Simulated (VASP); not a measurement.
Crystal: Sn.

```
CELL_PARAMETERS angstrom
-1.90720 1.90720 1.90720
1.90720 -1.90720 1.90720
1.90720 1.90720 -1.90720
ATOMIC_POSITIONS crystal
Sn 0.00000 0.00000 0.00000
```

This cell differs from its parent crystal: volume scaled by 1.02.

Base run:

| Quantity | Value |
| --- | --- |
| Program | VASP 6.6.1 |
| Functional | PBE |
| Potentials or basis | VASP PAW PBE potentials, release 64 (Sn_d) |
| Cutoff | 520 eV |
| k mesh | 10 × 10 × 10 |
| Occupations | fermi-dirac, width 0.05 eV |
| Spin | no spin polarisation |

Its results: band gap on the k mesh zero (band 7 reaches 15.62 eV, above the bottom of band 8 at 5.63 eV); pressure -0.2 GPa.

After a change of settings the same cell gave: band gap on the k mesh zero (band 7 reaches 16.01 eV, above the bottom of band 8 at 5.44 eV); pressure -1.6 GPa. Which change was it?
A. further incar settings from ALGO = Fast; EDIFF = 1e-06; NBANDS = 13 to ALGO = Normal; EDIFF = 1e-07; NBANDS = 13
B. functional from PBE to PBEsol; further incar settings from ALGO = Fast; EDIFF = 1e-06; NBANDS = 13 to ALGO = Normal; EDIFF = 1e-07; NBANDS = 13
C. functional from PBE to r2SCAN; further incar settings from ALGO = Fast; EDIFF = 1e-06; NBANDS = 13 to ALGO = Normal; EDIFF = 1e-06; NBANDS = 13

C.

Caveats: spin-orbit coupling is left out, which moves the levels of the heavy elements; the PAW data sets were made with another functional, which shifts forces and pressure a little (some runs).
